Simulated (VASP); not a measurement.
Write the native input for VASP 6.6.1 that does the following.

```yaml
Task: single point
Functional: PBEsol
Potentials_or_basis: VASP PAW PBE potentials, release 64 (Ca_sv, O)
Cutoff: 520 eV
k_mesh: 9 × 9 × 9
Occupations: fermi-dirac, width 0.1 eV
Spin: no spin polarisation
Dipole_correction: no
Further_INCAR_settings: ALGO = Normal; EDIFF = 1e-06; NBANDS = 15
```

The structure of CaO lies in POSCAR:

```
CaO
1.0
    0.0000000000      2.5075760000      2.5075760000
    2.5075760000      0.0000000000      2.5075760000
    2.5075760000      2.5075760000      0.0000000000
Ca O
1 1
Direct
    0.0000000000      0.0000000000      0.0000000000
    0.5000000000      0.5000000000      0.5000000000
```

One way to write it, as run:

INCAR

```
SYSTEM = CaO
PREC = Accurate
ENCUT = 520
EDIFF = 1E-6
ISMEAR = -1
SIGMA = 0.1
LREAL = .FALSE.
LASPH = .TRUE.
NELM = 80
ALGO = Normal
ISIF = 2
LWAVE = .FALSE.
LCHARG = .FALSE.
GGA = PS
NBANDS = 15
```

KPOINTS

```
Automatic mesh
0
G
  9 9 9
  0 0 0
```

Potentials or basis: VASP PAW PBE potentials, release 64 (Ca_sv, O).

The run is started by

```console
$ cat potpaw_PBE.64/Ca_sv/POTCAR potpaw_PBE.64/O/POTCAR > POTCAR
$ mpirun -np 1 vasp_std > vasp.out
```

Results of the run:

The pressure is -12.3 GPa. The band gap on the k mesh is 3.60 eV, indirect (least direct gap 3.62 eV).

Caveat: the PAW data sets were made with another functional, which shifts forces and pressure a little.

It took 20 s on 1 thread of Intel Xeon 6975P-C (shared host), peak memory 0.16 GiB.
